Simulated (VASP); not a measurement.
# WC (Fm-3m) in VASP: single point with r2SCAN

Aim: the single point of WC with r2SCAN.

Everything below comes from runs of VASP 6.6.1. Logs are shortened: lines on timing, memory, paths and dates and some standing lists are left out, and cuts for length are marked.

## (1) The cell of the first run

It takes space group Fm-3m (No. 225, cubic). The conventional cell has a = 4.385 Å, b = 4.385 Å, c = 4.385 Å, α = 90.00°, β = 90.00°, γ = 90.00°. W (site symmetry m-3m) has 6 C at 2.19 Å within 2.9 Å. C (site symmetry m-3m) has 6 W at 2.19 Å within 2.9 Å.

## (2) Single point, r2SCAN

Input file POSCAR:

```
WC
1.0
    0.0000000000      2.1926800000      2.1926800000
    2.1926800000      0.0000000000      2.1926800000
    2.1926800000      2.1926800000      0.0000000000
W C
1 1
Direct
    0.0000000000      0.0000000000      0.0000000000
    0.5000000000      0.5000000000      0.5000000000
```

Input file INCAR.step1:

```
ALGO     = Normal         # electronic algorithm
EDIFF    = 1E-5           # SCF threshold, eV
ENCUT    = 910            # plane-wave cutoff, eV
GGA      = PE             # functional
GGA_COMPAT= False        
ISMEAR   = 0              # smearing method
LASPH    = True           # aspherical terms in the spheres
LCHARG   = False          # write CHGCAR
LREAL    = False          # projectors in reciprocal space
LWAVE    = True           # write WAVECAR
NBANDS   = 16             # bands
NELM     = 120            # most SCF steps
PREC     = Accurate       # precision mode
SIGMA    = 0.1            # smearing width, eV
```

Input file INCAR.step2:

```
ALGO     = Normal         # electronic algorithm
EDIFF    = 1E-6           # SCF threshold, eV
ENCUT    = 910            # plane-wave cutoff, eV
GGA_COMPAT= False        
ISIF     = 2              # what is computed and relaxed
ISMEAR   = 0              # smearing method
ISTART   = 1            
LASPH    = True           # aspherical terms in the spheres
LCHARG   = False          # write CHGCAR
LMIXTAU  = True         
LREAL    = False          # projectors in reciprocal space
LWAVE    = False          # write WAVECAR
METAGGA  = R2SCAN         # meta-GGA
NBANDS   = 16             # bands
NELM     = 120            # most SCF steps
PREC     = Accurate       # precision mode
SIGMA    = 0.1            # smearing width, eV
```

Input file KPOINTS:

```
k-points
0
Gamma
  13 13 13
```

Potentials or basis: VASP PAW PBE potentials, release 64 (W_sv, C_h).

Command:

```bash
$ cat potpaw_PBE.64/W_sv/POTCAR potpaw_PBE.64/C_h/POTCAR > POTCAR
$ cp INCAR.step1 INCAR
$ mpirun -np 1 vasp_std > vasp.out
$ cp INCAR.step2 INCAR
$ mpirun -np 1 vasp_std > vasp.out
```

OUTCAR:

```text
EDIFF = 1E-6
   ENCUT = 910
   ISIF = 2
   ISMEAR = 0
   ISTART = 1
   LASPH = True
   LREAL = False
   METAGGA = R2SCAN
   NELM = 120
   PREC = Accurate

 ion  position               nearest neighbor table
   1  0.000  0.000  0.000-   2 2.19   2 2.19   2 2.19   2 2.19   2 2.19   2 2.19
   2  0.500  0.500  0.500-   1 2.19   1 2.19   1 2.19   1 2.19   1 2.19   1 2.19

  LATTYP: Found a face centered cubic cell.
 ALAT       =     4.3853600000

  Lattice vectors:

 A1 = (   0.0000000000,   2.1926800000,   2.1926800000)
 A2 = (   2.1926800000,   0.0000000000,   2.1926800000)
 A3 = (   2.1926800000,   2.1926800000,   0.0000000000)

Analysis of symmetry for initial positions (statically):
=====================================================================
 Subroutine PRICEL returns:
 Original cell was already a primitive cell.

 Routine SETGRP: Setting up the symmetry group for a
 face centered cubic supercell.

 Subroutine GETGRP returns: Found 48 space group operations
 (whereof 48 operations were pure point group operations)
 out of a pool of 48 trial point group operations.

The static configuration has the point symmetry O_h .

Analysis of symmetry for dynamics (positions and initial velocities):
=====================================================================
 Subroutine PRICEL returns:
 Original cell was already a primitive cell.

 Routine SETGRP: Setting up the symmetry group for a
 face centered cubic supercell.

 Subroutine GETGRP returns: Found 48 space group operations
 (whereof 48 operations were pure point group operations)
 out of a pool of 48 trial point group operations.

The dynamic configuration has the point symmetry O_h .

 Subroutine INISYM returns: Found 48 space group operations
 (whereof 48 operations are pure point group operations),
 and found     1 'primitive' translations

----------------------------------------------------------------------------------------

                                     Primitive cell

  volume of cell :      21.0841

  direct lattice vectors                    reciprocal lattice vectors
     0.000000000  2.192680000  2.192680000    -0.228031450  0.228031450  0.228031450
     2.192680000  0.000000000  2.192680000     0.228031450 -0.228031450  0.228031450
     2.192680000  2.192680000  0.000000000     0.228031450  0.228031450 -0.228031450

  length of vectors
     3.100917794  3.100917794  3.100917794     0.394962057  0.394962057  0.394962057

  position of ions in fractional coordinates (direct lattice)
     0.000000000  0.000000000  0.000000000
     0.500000000  0.500000000  0.500000000

  ion indices of the primitive-cell ions
   primitive index   ion index
                 1           1
                 2           2

----------------------------------------------------------------------------------------

 KPOINTS: k-points

Automatic generation of k-mesh.
 Grid dimensions read from file:
 generate k-points for:   13   13   13

 Generating k-lattice:

  Cartesian coordinates                     Fractional coordinates (reciprocal lattice)
    -0.017540881  0.017540881  0.017540881     0.076923077  0.000000000  0.000000000
     0.017540881 -0.017540881  0.017540881     0.000000000  0.076923077  0.000000000
     0.017540881  0.017540881 -0.017540881     0.000000000  0.000000000  0.076923077

  Length of vectors
     0.030381697  0.030381697  0.030381697

  Shift w.r.t. Gamma in fractional coordinates (k-lattice)
     0.000000000  0.000000000  0.000000000

 Subroutine IBZKPT returns following result:
 ===========================================

 Found     84 irreducible k-points:

 Following reciprocal coordinates:
            Coordinates               Weight
  0.000000  0.000000  0.000000      1.000000
  0.076923  0.000000  0.000000      8.000000
  0.153846  0.000000  0.000000      8.000000
  0.230769  0.000000  0.000000      8.000000
  0.307692  0.000000  0.000000      8.000000
  0.384615  0.000000  0.000000      8.000000
[... 16 lines left out ...]
  0.384615  0.153846  0.000000     24.000000
  0.461538  0.153846  0.000000     24.000000
 [... further k-points ...]
   k-points           NKPTS =     84   k-points in BZ     NKDIM =     84   number of bands    NBANDS=     16
   number of dos      NEDOS =    301   number of ions     NIONS =      2
   total plane-waves  NPLWV =  32768
   dimension x,y,z NGX =    32 NGY =   32 NGZ =   32
   dimension x,y,z NGXF=    64 NGYF=   64 NGZF=   64
   ions per type =               1   1
   NGX,Y,Z   is equivalent  to a cutoff of  17.16, 17.16, 17.16 a.u.
   NGXF,Y,Z  is equivalent  to a cutoff of  34.31, 34.31, 34.31 a.u.
 SYSTEM =  unknown system
   PREC   = accura    normal or accurate (medium, high low for compatibility)
   ISTART =      1    job   : 0-new  1-cont  2-samecut
   ICHARG =      0    charge: 1-file 2-atom 10-const
   ISPIN  =      1    spin polarized calculation?
   LNONCOLLINEAR =      F non collinear calculations
   LSORBIT =      F    spin-orbit coupling
   LASPH  =      T    aspherical Exc in radial PAW
   ENCUT  =  910.0 eV  66.88 Ry    8.18 a.u.   7.63  7.63  7.63*2*pi/ulx,y,z
   NELM   =    120;   NELMIN=  2; NELMDL=  0     # of ELM steps
   EDIFF  = 0.1E-05   stopping-criterion for ELM
   LREAL  =      F    real-space projection
   EDIFFG = 0.1E-04   stopping-criterion for IOM
   NSW    =      0    number of steps for IOM
   IBRION =     -1    ionic relax: 0-MD 1-quasi-New 2-CG
   NFREE  =      0    steps in history (QN), initial steepest desc. (CG)
   ISIF   =      2    stress and relaxation
   ISYM   =      2    0-nonsym 1-usesym 2-fastsym
   POTIM  = 0.5000    time-step for ionic-motion
   TEBEG  =    0.0;   TEEND  =   0.0 temperature during run
   PSTRESS=    0.0 pullay stress
   NELECT =      18.0000    total number of electrons
   NUPDOWN=      -1.0000    fix difference up-down
   EMIN   =  10.00;   EMAX   =-10.00  energy-range for DOS
   EFERMI =   0.00;   METHOD = LEGACY
   ISMEAR =     0;   SIGMA  =   0.10  broadening in eV -4-tet -1-fermi 0-gaus
   EFERMI_NEDOS =   21; number of points for ismear=-14 and -15
   IALGO  =     38    algorithm
   IMIX   =      4    mixing-type and parameters
     AMIX     =   0.40;   BMIX     =  1.00
     AMIX_MAG =   1.60;   BMIX_MAG =  1.00
  volume/ion in A,a.u.               =      10.54        71.14
  Fermi-wavevector in a.u.,A,eV,Ry     =   1.553032  2.934805 32.816007  2.411908
  Thomas-Fermi vector in A             =   2.657321
   LORBIT       =      0    0 simple, 1 ext, 2 COOP (PROOUT), +10 PAW based schemes
   METAGGA = R2SCAN    functional components
   LHFCALC =     F    Hartree Fock is set to
   AEXX    =    0.0000 exact exchange contribution
   IVDW    =     0    specifies the selected vdW correction
   LEPSILON=     F    determine dielectric tensor
   LRPA    =     F    only Hartree local field effects (RPA)
 non-spin polarized calculation
 Gauss-broadening in eV      SIGMA  =   0.10
  energy-cutoff  :      910.00
  volume of cell :       21.08
 maximum number of plane-waves:      1363
   NGX = 15   NGY = 15   NGZ = 15

 number of electron      18.0000000 magnetization

 Free energy of the ion-electron system (eV)
  ---------------------------------------------------
  ext. energy  EPLUGINS =         0.00000000
  ---------------------------------------------------
  free energy    TOTEN  =       -60.63750803 eV

  energy without entropy =      -60.63359580  energy(sigma->0) =      -60.63555192

 E-fermi :  12.7301     XC(G=0): -14.8539

 val. band max:       12.6944612185   @ k =   0.2308   0.0000   0.0000
 cond. band min:      12.8182201190   @ k =   0.3077   0.2308   0.0769
 fundamental gap:      0.1237589005
 Fermi energy:        12.7300821186

 k-point     1 :       0.0000    0.0000    0.0000
  band No.  band energies     occupation
      1     -64.7310      2.00000
      2     -28.0658      2.00000
      3     -28.0658      2.00000
      4     -28.0658      2.00000
      5      -3.9774      2.00000
      6       9.8883      2.00000
[... 8 lines left out ...]
     15      23.3367      0.00000
     16      36.5474      0.00000

 k-point     2 :       0.0769    0.0000    0.0000
  band No.  band energies     occupation
      1     -64.7286      2.00000
      2     -28.1031      2.00000
      3     -28.0697      2.00000
      4     -28.0697      2.00000
      5      -3.8062      2.00000
      6       9.2547      2.00000
[... 8 lines left out ...]
     15      23.7257      0.00000
     16      34.8984      0.00000

 k-point     3 :       0.1538    0.0000    0.0000
  band No.  band energies     occupation
      1     -64.7220      2.00000
      2     -28.2054      2.00000
      3     -28.0805      2.00000
      4     -28.0805      2.00000
      5      -3.3106      2.00000
      6       7.9915      2.00000
[... 8 lines left out ...]
     15      24.7126      0.00000
     16      32.4150      0.00000

 k-point     4 :       0.2308    0.0000    0.0000
  band No.  band energies     occupation
      1     -64.7127      2.00000
      2     -28.3468      2.00000
      3     -28.0956      2.00000
      4     -28.0956      2.00000
      5      -2.5407      2.00000
      6       6.5710      2.00000
[... 8 lines left out ...]
     15      25.6283      0.00000
     16      31.0508      0.00000

 k-point     5 :       0.3077    0.0000    0.0000
  band No.  band energies     occupation
      1     -64.7029      2.00000
      2     -28.4936      2.00000
      3     -28.1116      2.00000
      4     -28.1116      2.00000
      5      -1.5709      2.00000
      6       5.1559      2.00000
[... 8 lines left out ...]
     15      26.1359      0.00000
     16      28.6310      0.00000

 k-point     6 :       0.3846    0.0000    0.0000
  band No.  band energies     occupation
      1     -64.6947      2.00000
      2     -28.6129      2.00000
      3     -28.1249      2.00000
      4     -28.1249      2.00000
      5      -0.4987      2.00000
      6       3.8281      2.00000
[... 8 lines left out ...]
     15      26.5579      0.00000
     16      26.5579      0.00000
[... 267 lines left out ...]
 k-point    21 :       0.2308    0.1538    0.0000
  band No.  band energies     occupation
      1     -64.7120      2.00000
      2     -28.2854      2.00000
      3     -28.1360      2.00000
      4     -28.1292      2.00000
      5      -2.6422      2.00000
      6       6.1475      2.00000
[... 8 lines left out ...]
     15      26.2132      0.00000
     16      29.8544      0.00000

 k-point    22 :       0.3077    0.1538    0.0000
  band No.  band energies     occupation
      1     -64.7033      2.00000
      2     -28.4070      2.00000
      3     -28.1554      2.00000
      4     -28.1478      2.00000
      5      -1.9458      2.00000
      6       5.3275      2.00000
[... 8 lines left out ...]
     15      26.3027      0.00000
     16      28.3639      0.00000

 k-point    23 :       0.3846    0.1538    0.0000
  band No.  band energies     occupation
      1     -64.6947      2.00000
      2     -28.5225      2.00000
      3     -28.1735      2.00000
      4     -28.1675      2.00000
      5      -1.1442      2.00000
      6       4.5450      2.00000
[... 8 lines left out ...]
     15      25.5946      0.00000
     16      27.7289      0.00000

 k-point    24 :       0.4615    0.1538    0.0000
  band No.  band energies     occupation
      1     -64.6883      2.00000
      2     -28.6058      2.00000
      3     -28.2013      2.00000
      4     -28.1696      2.00000
      5      -0.3698      2.00000
      6       3.7940      2.00000
[... 8 lines left out ...]
     15      25.1217      0.00000
     16      26.8629      0.00000

 [... further k-points ...]

------------------------ aborting loop because EDIFF is reached ----------------------------------------

  FORCE on cell =-STRESS in cart. coord.  units (eV):
  Direction    XX          YY          ZZ          XY          YZ          ZX
  --------------------------------------------------------------------------------------
  -------------------------------------------------------------------------------------
  Total       -0.5080431     -0.5080431     -0.5080431     -0.0000000     -0.0000000      0.0000000
  in kB      -38.6060495    -38.6060495    -38.6060495     -0.0000000     -0.0000000      0.0000000
  external PRESSURE =     -38.6060495 kB  Pullay stress =       0.0000000 kB

 VOLUME and BASIS-vectors are now :
 -----------------------------------------------------------------------------
  energy-cutoff  :      910.00
  volume of cell :       21.08
      direct lattice vectors                 reciprocal lattice vectors
     0.000000000  2.192680000  2.192680000    -0.228031450  0.228031450  0.228031450
     2.192680000  0.000000000  2.192680000     0.228031450 -0.228031450  0.228031450
     2.192680000  2.192680000  0.000000000     0.228031450  0.228031450 -0.228031450

 POSITION                                       TOTAL-FORCE (eV/Angst)
 -----------------------------------------------------------------------------------
      0.00000      0.00000      0.00000         0.000000      0.000000     -0.000000
      2.19268      2.19268      2.19268         0.000000      0.000000      0.000000
 -----------------------------------------------------------------------------------
    total drift:                                0.000000     -0.000000     -0.000000

  FREE ENERGIE OF THE ION-ELECTRON SYSTEM (eV)
  ---------------------------------------------------
  free  energy   TOTEN  =       -60.6375080301 eV

  energy  without entropy=      -60.6335958038  energy(sigma->0) =      -60.63555192
```

Run time: 68 s. Hardware: 1 thread of Intel Xeon 6975P-C (Granite Rapids), shared host; peak memory 0.24 GiB.

What came out:

- Free energy: -60.6375 eV
- Pressure: -3.9 GPa
- Band gap on the k mesh: zero (bands 9 and 10 overlap by 3.21 eV)

Levels at points of the mesh, in eV from the Fermi level:
| k point | band 7 | band 8 | band 9 | band 10 | band 11 | band 12 |
| --- | --- | --- | --- | --- | --- | --- |
| (0.00, 0.00, 0.00) | -2.84 | -2.84 | -1.16 | -1.16 | -1.16 | -1.02 |

Caveat: the cell stands under tension; the PAW data sets were made with another functional, which shifts forces and pressure a little; spin-orbit coupling is left out, which moves the levels of the heavy elements.

The gap in the log of VASP goes by the Fermi energy; the results here count the filled bands.